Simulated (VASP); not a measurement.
A run of VASP 6.6.1:

Contents of INCAR:

```
PREC     = Accurate       # precision mode
ENCUT    = 600            # plane-wave cutoff, eV
EDIFF    = 1E-8           # SCF threshold, eV
ISMEAR   = 0              # smearing method
SIGMA    = 0.01           # smearing width, eV
LREAL    = F              # projectors in reciprocal space
LASPH    = T              # aspherical terms in the spheres
NELM     = 120            # most SCF steps
ALGO     = Normal         # electronic algorithm
ISIF     = 2              # what is computed and relaxed
LWAVE    = F              # write WAVECAR
LCHARG   = F              # write CHGCAR
GGA      = PS             # functional
IBRION   = 8              # ionic algorithm
NSW      = 1              # ionic steps
LEPSILON = T              # dielectric tensor by DFPT
GGA_COMPAT= F
```

File KPOINTS:

```
Automatic mesh
0
Gamma
  8 8 8
```

File POSCAR:

```
ZrO2
1.0
    0.0000000000      2.5320189522      2.5320189522
    2.5320189522      0.0000000000      2.5320189522
    2.5320189522      2.5320189522      0.0000000000
Zr O
1 2
Direct
    0.0000000000      0.0000000000      0.0000000000
    0.2500000000      0.2500000000      0.2500000000
    0.7500000000      0.7500000000      0.7500000000
```

Potentials or basis: VASP PAW PBE potentials, release 64 (Zr_sv, O).

Run with:

```console
$ cat potpaw_PBE.64/Zr_sv/POTCAR potpaw_PBE.64/O/POTCAR > POTCAR
$ mpirun -np 1 vasp_std > vasp.out
```

Hardware: 1 thread of Intel Xeon 8259CL, on a shared host.

Task: How long does it take, and how much memory?

Result: Run time: 24 min on 1 thread of Intel Xeon 8259CL, on a shared host, peak memory 0.34 GiB. Counts: scf iterations 261, k points 29.
